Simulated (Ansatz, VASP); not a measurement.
# SnP5 in VASP and in Ansatz

```xyz
6
Lattice="5.3531 0.0000 0.0000 -2.6766 4.6359 0.0000 0.0000 0.0000 4.1730" Properties=species:S:1:pos:R:3 pbc="T T T"
Sn    0.0000    0.0000    0.0000
P     2.6766    0.0000    2.0865
P     1.3383    2.3180    2.0865
P    -1.3383    2.3180    2.0865
P     0.0000    3.0906    0.0000
P     2.6766    1.5453    0.0000
```

Change from the starting cell: species swapped into the KAu5 type (P6/mmm, No. 191).

Alike in both runs: functional PBE; k mesh 6 × 6 × 4; occupations gaussian, width 0.1 eV; no spin polarisation.

Ansatz relaxed the structure, and its values are those at the end. VASP's run is a single point on that final structure, the one shown.

|  | VASP | Ansatz |
| --- | --- | --- |
| version | VASP 6.6.1 | Ansatz 0.2.0 |
| potentials or method | VASP PAW PBE potentials, release 64 (Sn_d, P), cutoff 500 eV | scalar-relativistic, plane waves, PAW |
| valence electrons in the cell | 39 | 39 |

Ansatz gave:

| Quantity | Value |
| --- | --- |
| gap on the k mesh at the Fermi level (eV) | none |
| pressure (GPa) | 0.0 |

Task: Which values does VASP return?

Result: gap on the k mesh at the Fermi level (eV): none; pressure (GPa): -0.1.

A gap of «none» marks a metal or a gap that the smearing closes. With one functional, cell and mesh, what is left measures potentials, basis and numerics.

The k mesh is coarse, so the values compare programs but aren't converged.
